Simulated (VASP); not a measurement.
The system is AsO.

```xyz
2
Lattice="3.3808 0.0000 0.0000 0.0000 3.3808 0.0000 0.0000 0.0000 3.3808" Properties=species:S:1:pos:R:3 pbc="T T T"
As    0.0000    0.0000    0.0000
O     1.6904    1.6904    1.6904
```

The cell was generated, and may not be a known phase.

- Program: VASP 6.6.1
- Task: relaxation of cell and atoms
- Functional: PBE
- Potentials or basis: VASP PAW PBE potentials, release 64 (As, O)
- Cutoff: 600 eV
- k mesh: 6 × 6 × 6
- Occupations: gaussian, width 0.1 eV
- Spin: no spin polarisation

At the start: pressure -22.4 GPa; volume 19.32 Å³/atom.

**Question.** How do energy, volume and symmetry change on relaxing?

**Answer.** Over 3 steps the energy falls by 764.1 meV/atom and the volume is 12.26 Å³/atom (-36.6 %); space group Pm-3m (No. 221, to 0.1 Å) before and after.

Step by step:
| step | energy change (eV) | largest force (eV/Å) | pressure (GPa) | volume (Å³) |
| --- | --- | --- | --- | --- |
| 1 | 0.0000 | 0.0000 | -22.38 | 38.64 |
| 2 | -1.5127 | 0.0000 | -4.96 | 25.43 |
| 3 | -1.5283 | 0.0000 | -0.32 | 24.51 |

Final structure:
```xyz
2
Lattice="2.9048 0.0000 0.0000 0.0000 2.9048 0.0000 0.0000 0.0000 2.9048" Properties=species:S:1:pos:R:3 pbc="T T T"
As    0.0000    0.0000    0.0000
O     1.4524    1.4524    1.4524
```

Caveat: the volume moved by over 15 % at a fixed basis, so the end points are rough; an odd number of electrons without spin polarisation forces a metal; a magnetic or distorted state may lie lower.
